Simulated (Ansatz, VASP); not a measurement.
Lu: VASP beside Ansatz

Contents of INCAR:

```
ALGO = Normal
EDIFF = 1E-7
ENCUT = 520
GGA = RE
ISIF = 2
ISMEAR = -1
LASPH = True
LCHARG = True
LELF = True
LREAL = False
LVHAR = True
LWAVE = False
NBANDS = 58
NELM = 80
PREC = Accurate
SIGMA = 0.1
```

The input KPOINTS:

```
k-points
0
Gamma
  12 12 4
```

Contents of POSCAR:

```
Lu
1.0
    3.6071115246      0.0000000000      0.0000000000
   -1.8035557623      3.1238502146      0.0000000000
    0.0000000000      0.0000000000     11.5639070055
Lu
4
Direct
    0.0000000000      0.0000000000      1.0000000000
    0.0000000000      0.0000000000      0.5000000000
    0.3333333333      0.6666666667      0.2500000000
    0.6666666667      0.3333333333      0.7500000000
```

Input for Ansatz:

```yaml
crystal:
  lattice:
    - [3.6071115246, 0.0, 0.0]
    - [-1.8035557623, 3.1238502146, 0.0]
    - [0.0, 0.0, 11.5639070055]
  atoms:
    - { symbol: Lu, position: [0.0, 0.0, 1.0] }
    - { symbol: Lu, position: [0.0, 0.0, 0.5] }
    - { symbol: Lu, position: [0.3333333333, 0.6666666667, 0.25] }
    - { symbol: Lu, position: [0.6666666667, 0.3333333333, 0.75] }
hamiltonian:
  xc: revpbe
  pseudopotentials:
    kind: paw
    azcp:
      Lu: "pseudopotentials/Lu.paw.azcp"
basis:
  ecutwfc: 420
  fft_grid_basis: typed
kpoints:
  mp_grid: { grid: [12, 12, 4], shift: [0, 0, 0] }
magnetization:
  spin_polarized: false
scf:
  occupations: { method: fermi_dirac, width: 0.1 }
  lower_state_search: "off"
output:
  stress: true
```

Alike in both runs: task single point; functional revPBE; k mesh 12 × 12 × 4; occupations fermi-dirac, width 0.1 eV; no spin polarisation.

```csv
,VASP,Ansatz
version,VASP 6.6.1,Ansatz 0.2.0
potentials or method,"VASP PAW PBE potentials, release 64 (Lu), cutoff 520 eV","plane waves (420 eV) with PAW, scalar-relativistic"
valence electrons in the cell,100,100
```

Ansatz gave:

| Property | Result |
| --- | --- |
| pressure (GPa) | -2.8 |

**Question.** Estimate VASP's values.

**Answer.** Pressure (GPa): -2.7.

VASP's potentials were made for PBE, not for revPBE. With one functional, cell and mesh, what is left measures potentials, basis and numerics.

Neither program's run includes spin-orbit coupling.
